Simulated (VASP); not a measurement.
Here is a VASP 6.6.1 calculation.

The input INCAR:

```
  ALGO = Normal
  EDIFF = 1E-6
  ENCUT = 520
  GGA = PE
  ISIF = 2
  ISMEAR = -1
  LASPH = True
  LCHARG = False
  LREAL = False
  LWAVE = False
  NBANDS = 13
  NELM = 60
  PREC = Accurate
  SIGMA = 0.08
```

File KPOINTS:

```
k-points
0
Gamma
  13 13 13
```

Contents of POSCAR:

```
S
1.0
    0.0000000000      2.7420575196      2.7420575196
    2.7420575196      0.0000000000      2.7420575196
    2.7420575196      2.7420575196      0.0000000000
S
2
Direct
   -0.1250000000     -0.1250000000     -0.1250000000
    0.1250000000      0.1250000000      0.1250000000
```

Potentials or basis: VASP PAW PBE potentials, release 64 (S).

The run is started by

```console
$ cat potpaw_PBE.64/S/POTCAR > POTCAR
$ mpirun -np 1 vasp_std > vasp.out
```

What does it give for the band gap on the k mesh?

Zero (band 6 reaches 5.77 eV, above the bottom of band 7 at 4.02 eV).

What does it give for the pressure?

9.3 GPa.
